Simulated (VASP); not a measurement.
# Ti (I4/mmm) in VASP: further runs, part 2 of 2

VASP 6.6.1.

## (4) Single point, r2SCAN (strain +0.000 along x and y, -0.040 along z)

Contents of POSCAR:

```
Ti
1.0
    0.0000000000      2.0300000000      1.9488000000
    2.0300000000      0.0000000000      1.9488000000
    2.0300000000      2.0300000000      0.0000000000
Ti
1
Direct
    0.0000000000      0.0000000000      0.0000000000
```

Contents of INCAR.step1:

```
SYSTEM = Ti
PREC     = Accurate       ! precision mode
ENCUT    = 520            ! plane-wave cutoff, eV
ISMEAR   = 0              ! smearing method
SIGMA    = 0.15           ! smearing width, eV
LREAL    = .False.        ! projectors in reciprocal space
LASPH    = .True.         ! aspherical terms in the spheres
NELM     = 80             ! most SCF steps
NBANDS   = 12             ! bands
GGA      = PE             ! functional
ALGO     = Normal         ! electronic algorithm
EDIFF    = 1E-4           ! SCF threshold, eV
LWAVE    = .True.         ! write WAVECAR
LCHARG   = .False.        ! write CHGCAR
```

Contents of INCAR.step2:

```
SYSTEM = Ti
PREC     = Accurate       ! precision mode
ENCUT    = 520            ! plane-wave cutoff, eV
EDIFF    = 1E-7           ! SCF threshold, eV
ISMEAR   = 0              ! smearing method
SIGMA    = 0.15           ! smearing width, eV
LREAL    = .False.        ! projectors in reciprocal space
LASPH    = .True.         ! aspherical terms in the spheres
NELM     = 80             ! most SCF steps
ALGO     = Normal         ! electronic algorithm
ISIF     = 2              ! what is computed and relaxed
LWAVE    = .False.        ! write WAVECAR
LCHARG   = .False.        ! write CHGCAR
METAGGA  = R2SCAN         ! meta-GGA
LMIXTAU  = .True.       
NBANDS   = 12             ! bands
ISTART   = 1
```

Contents of KPOINTS:

```
Automatic mesh
0
Gamma
  20 20 20
  0 0 0
```

Potentials or basis: VASP PAW PBE potentials, release 64 (Ti_sv).

The run is started by

```bash
> cat potpaw_PBE.64/Ti_sv/POTCAR > POTCAR
> cp INCAR.step1 INCAR
> mpirun -np 1 vasp_std > vasp.out
> cp INCAR.step2 INCAR
> mpirun -np 1 vasp_std > vasp.out
```

OUTCAR:

```text
SYSTEM = Ti
   PREC = Accurate
   ENCUT = 520
   EDIFF = 1E-7
   ISMEAR = 0
   LREAL = .False.
   LASPH = .True.
   NELM = 80
   ISIF = 2
   METAGGA = R2SCAN
   ISTART = 1

 ion  position               nearest neighbor table
   1  0.000  0.000  0.000-

  LATTYP: Found a body centered tetragonal cell.
 ALAT       =     2.8708535316
 C/A-ratio  =     1.3576450199

  Lattice vectors:

 A1 = (   0.0000000000,  -2.0300000000,  -1.9488000000)
 A2 = (   0.0000000000,   2.0300000000,  -1.9488000000)
 A3 = (   2.0300000000,   0.0000000000,   1.9488000000)

Analysis of symmetry for initial positions (statically):
=====================================================================
 Subroutine PRICEL returns:
 Original cell was already a primitive cell.

 Routine SETGRP: Setting up the symmetry group for a
 body centered tetragonal supercell.

 Subroutine GETGRP returns: Found 16 space group operations
 (whereof 16 operations were pure point group operations)
 out of a pool of 16 trial point group operations.

The static configuration has the point symmetry D_4h.

Analysis of symmetry for dynamics (positions and initial velocities):
=====================================================================
 Subroutine PRICEL returns:
 Original cell was already a primitive cell.

 Routine SETGRP: Setting up the symmetry group for a
 body centered tetragonal supercell.

 Subroutine GETGRP returns: Found 16 space group operations
 (whereof 16 operations were pure point group operations)
 out of a pool of 16 trial point group operations.

The dynamic configuration has the point symmetry D_4h.

 Subroutine INISYM returns: Found 16 space group operations
 (whereof 16 operations are pure point group operations),
 and found     1 'primitive' translations

----------------------------------------------------------------------------------------

                                     Primitive cell

  volume of cell :      16.0616

  direct lattice vectors                    reciprocal lattice vectors
     0.000000000  2.030000000  1.948800000    -0.246305419  0.246305419  0.256568144
     2.030000000  0.000000000  1.948800000     0.246305419 -0.246305419  0.256568144
     2.030000000  2.030000000  0.000000000     0.246305419  0.246305419 -0.256568144

  length of vectors
     2.814022288  2.814022288  2.870853532     0.432619846  0.432619846  0.432619846

  position of ions in fractional coordinates (direct lattice)
     0.000000000  0.000000000  0.000000000

  ion indices of the primitive-cell ions
   primitive index   ion index
                 1           1

----------------------------------------------------------------------------------------

 KPOINTS: Automatic mesh

Automatic generation of k-mesh.
 Grid dimensions read from file:
 generate k-points for:   20   20   20

 Generating k-lattice:

  Cartesian coordinates                     Fractional coordinates (reciprocal lattice)
    -0.012315271  0.012315271  0.012828407     0.050000000 -0.000000000  0.000000000
     0.012315271 -0.012315271  0.012828407    -0.000000000  0.050000000  0.000000000
     0.012315271  0.012315271 -0.012828407     0.000000000  0.000000000  0.050000000

  Length of vectors
     0.021630992  0.021630992  0.021630992

  Shift w.r.t. Gamma in fractional coordinates (k-lattice)
     0.000000000  0.000000000  0.000000000

 Subroutine IBZKPT returns following result:
 ===========================================

 Found    641 irreducible k-points:

 Following reciprocal coordinates:
            Coordinates               Weight
  0.000000  0.000000  0.000000      1.000000
  0.050000 -0.000000  0.000000      8.000000
  0.100000  0.000000  0.000000      8.000000
  0.150000  0.000000  0.000000      8.000000
  0.200000  0.000000  0.000000      8.000000
  0.250000 -0.000000  0.000000      8.000000
[... 16 lines left out ...]
 -0.400000  0.050000  0.000000      8.000000
 -0.350000  0.050000  0.000000      8.000000
 [... further k-points ...]
   k-points           NKPTS =    641   k-points in BZ     NKDIM =    641   number of bands    NBANDS=     12
   number of dos      NEDOS =    301   number of ions     NIONS =      1
   total plane-waves  NPLWV =  13824
   dimension x,y,z NGX =    24 NGY =   24 NGZ =   24
   dimension x,y,z NGXF=    48 NGYF=   48 NGZF=   48
   ions per type =               1
   NGX,Y,Z   is equivalent  to a cutoff of  14.18, 14.18, 13.90 a.u.
   NGXF,Y,Z  is equivalent  to a cutoff of  28.36, 28.36, 27.80 a.u.
 SYSTEM =  Ti
   PREC   = accura    normal or accurate (medium, high low for compatibility)
   ISTART =      1    job   : 0-new  1-cont  2-samecut
   ICHARG =      0    charge: 1-file 2-atom 10-const
   ISPIN  =      1    spin polarized calculation?
   LNONCOLLINEAR =      F non collinear calculations
   LSORBIT =      F    spin-orbit coupling
   LASPH  =      T    aspherical Exc in radial PAW
   ENCUT  =  520.0 eV  38.22 Ry    6.18 a.u.   5.23  5.23  5.34*2*pi/ulx,y,z
   NELM   =     80;   NELMIN=  2; NELMDL=  0     # of ELM steps
   EDIFF  = 0.1E-06   stopping-criterion for ELM
   LREAL  =      F    real-space projection
   EDIFFG = 0.1E-05   stopping-criterion for IOM
   NSW    =      0    number of steps for IOM
   IBRION =     -1    ionic relax: 0-MD 1-quasi-New 2-CG
   NFREE  =      0    steps in history (QN), initial steepest desc. (CG)
   ISIF   =      2    stress and relaxation
   ISYM   =      2    0-nonsym 1-usesym 2-fastsym
   POTIM  = 0.5000    time-step for ionic-motion
   TEBEG  =    0.0;   TEEND  =   0.0 temperature during run
   PSTRESS=    0.0 pullay stress
   NELECT =      12.0000    total number of electrons
   NUPDOWN=      -1.0000    fix difference up-down
   EMIN   =  10.00;   EMAX   =-10.00  energy-range for DOS
   EFERMI =   0.00;   METHOD = LEGACY
   ISMEAR =     0;   SIGMA  =   0.15  broadening in eV -4-tet -1-fermi 0-gaus
   EFERMI_NEDOS =   21; number of points for ismear=-14 and -15
   IALGO  =     38    algorithm
   IMIX   =      4    mixing-type and parameters
     AMIX     =   0.40;   BMIX     =  1.00
     AMIX_MAG =   1.60;   BMIX_MAG =  1.00
  volume/ion in A,a.u.               =      16.06       108.39
  Fermi-wavevector in a.u.,A,eV,Ry     =   1.485498  2.807185 30.024043  2.206705
  Thomas-Fermi vector in A             =   2.598902
   LORBIT       =      0    0 simple, 1 ext, 2 COOP (PROOUT), +10 PAW based schemes
   METAGGA = R2SCAN    functional components
   LHFCALC =     F    Hartree Fock is set to
   AEXX    =    0.0000 exact exchange contribution
   IVDW    =     0    specifies the selected vdW correction
   LEPSILON=     F    determine dielectric tensor
   LRPA    =     F    only Hartree local field effects (RPA)
 non-spin polarized calculation
 Gauss-broadening in eV      SIGMA  =   0.15
  energy-cutoff  :      520.00
  volume of cell :       16.06
 maximum number of plane-waves:       443
 NGX is ok and might be reduce to    24
   NGX = 11   NGY = 11   NGZ = 11

 number of electron      11.9999998 magnetization

 Free energy of the ion-electron system (eV)
  ---------------------------------------------------
  ext. energy  EPLUGINS =         0.00000000
  ---------------------------------------------------
  free energy    TOTEN  =       -12.84408561 eV

  energy without entropy =      -12.82733496  energy(sigma->0) =      -12.83571028

 E-fermi :   9.1005     XC(G=0): -12.8176

 val. band max:        9.0988619613   @ k =   0.2000  -0.0000   0.1500
 cond. band min:       9.1058144715   @ k =   0.4500   0.0500   0.1000
 fundamental gap:      0.0069525103
 Fermi energy:         9.1004793711

 k-point     1 :       0.0000    0.0000    0.0000
  band No.  band energies     occupation
      1     -49.7992      2.00000
      2     -24.5014      2.00000
      3     -24.5014      2.00000
      4     -24.4994      2.00000
      5       2.4668      2.00000
      6      10.0533      0.00000
      7      10.0533      0.00000
      8      10.3863      0.00000
      9      11.9364      0.00000
     10      12.3269      0.00000
     11      25.3354      0.00000
     12      30.2094      0.00000
[... 331 lines left out ...]
 k-point    24 :      -0.3500    0.0500    0.0000
  band No.  band energies     occupation
      1     -49.6506      2.00000
      2     -25.2453      2.00000
      3     -24.6086      2.00000
      4     -24.5993      2.00000
      5       5.8162      2.00000
      6       9.1236      0.82725
      7      10.0837      0.00000
      8      10.3528      0.00000
      9      12.7007      0.00000
     10      13.0602      0.00000
     11      20.4296      0.00000
     12      25.2760      0.00000

 [... further k-points ...]
[... 5 lines left out ...]
  --------------------------------------------------------------------------------------
  -------------------------------------------------------------------------------------
  Total        0.9928007      0.9928007      1.1215503      0.0000000      0.0000000      0.0000000
  in kB       99.0337722     99.0337722    111.8767879      0.0000000      0.0000000      0.0000000
  external PRESSURE =     103.3147774 kB  Pullay stress =       0.0000000 kB

 VOLUME and BASIS-vectors are now :
 -----------------------------------------------------------------------------
  energy-cutoff  :      520.00
  volume of cell :       16.06
      direct lattice vectors                 reciprocal lattice vectors
     0.000000000  2.030000000  1.948800000    -0.246305419  0.246305419  0.256568144
     2.030000000  0.000000000  1.948800000     0.246305419 -0.246305419  0.256568144
     2.030000000  2.030000000  0.000000000     0.246305419  0.246305419 -0.256568144

 POSITION                                       TOTAL-FORCE (eV/Angst)
 -----------------------------------------------------------------------------------
      0.00000      0.00000      0.00000         0.000000      0.000000      0.000000
 -----------------------------------------------------------------------------------
    total drift:                               -0.000000      0.000000      0.000000

  FREE ENERGIE OF THE ION-ELECTRON SYSTEM (eV)
  ---------------------------------------------------
  free  energy   TOTEN  =       -12.8440856069 eV

  energy  without entropy=      -12.8273349568  energy(sigma->0) =      -12.83571028
```

Run time: 8.3 min. Hardware: 1 thread of Intel Xeon Platinum 8259CL at 2.50GHz (Skylake/Cascade Lake), shared host; peak memory 0.24 GiB.

Results:

```
Free energy            : -12.8441 eV
Pressure               : 10.3 GPa
Band gap on the k mesh : zero (bands 6 and 7 overlap by 1.55 eV)
```

Stress tensor (GPa, compression positive):
```
 9.90  0.00  0.00
 0.00  9.90  0.00
 0.00  0.00 11.19
```

Levels at points of the mesh, in eV from the Fermi level:
| k point | band 2 | band 3 | band 4 | band 5 | band 6 | band 7 | band 8 | band 9 | band 10 | band 11 |
| --- | --- | --- | --- | --- | --- | --- | --- | --- | --- | --- |
| (0.00, 0.00, 0.00) | -33.60 | -33.60 | -33.60 | -6.63 | 0.95 | 0.95 | 1.29 | 2.84 | 3.23 | 16.23 |
| (0.50, 0.00, 0.00) | -34.50 | -33.74 | -33.69 | -2.89 | 0.68 | 0.76 | 1.17 | 4.11 | 4.29 | 9.48 |
| (0.50, 0.50, 0.00) | -34.43 | -33.95 | -33.95 | -2.96 | -2.11 | 3.81 | 4.25 | 4.48 | 4.48 | 12.49 |
| (0.50, 0.00, 0.50) | -34.44 | -33.92 | -33.86 | -2.95 | -1.95 | 2.93 | 4.24 | 4.34 | 4.59 | 11.74 |

Caveat: the cell differs from its parent crystal (strain +0.000 along x and y, -0.040 along z); the cell stands under pressure; the PAW data sets were made with another functional, which shifts forces and pressure a little.

## (5) Summary

| cell | gap on the mesh (eV) | pressure (GPa) |
| --- | --- | --- |
| a = 2.814, b = 2.814, c = 2.756 Å, angles 60.7, 60.7, 58.6°, 1 atom | none | 16.5 |
| a = 2.873, b = 2.873, c = 2.756 Å, angles 61.3, 61.3, 57.3°, 1 atom | none | 10.4 |
| a = 2.814, b = 2.814, c = 2.871 Å, angles 59.3, 59.3, 61.3°, 1 atom | none | 10.3 |

Alike in all rows: task single point; level r2SCAN; potentials or basis VASP PAW PBE potentials, release 64 (Ti_sv); no spin polarisation; k mesh 20 × 20 × 20; cutoff (eV) 520; smearing gaussian 0.15 eV.

Caveats: the cell stands under pressure; the PAW data sets were made with another functional, which shifts forces and pressure a little.

Absolute energies hang on the potentials; compare differences alone.
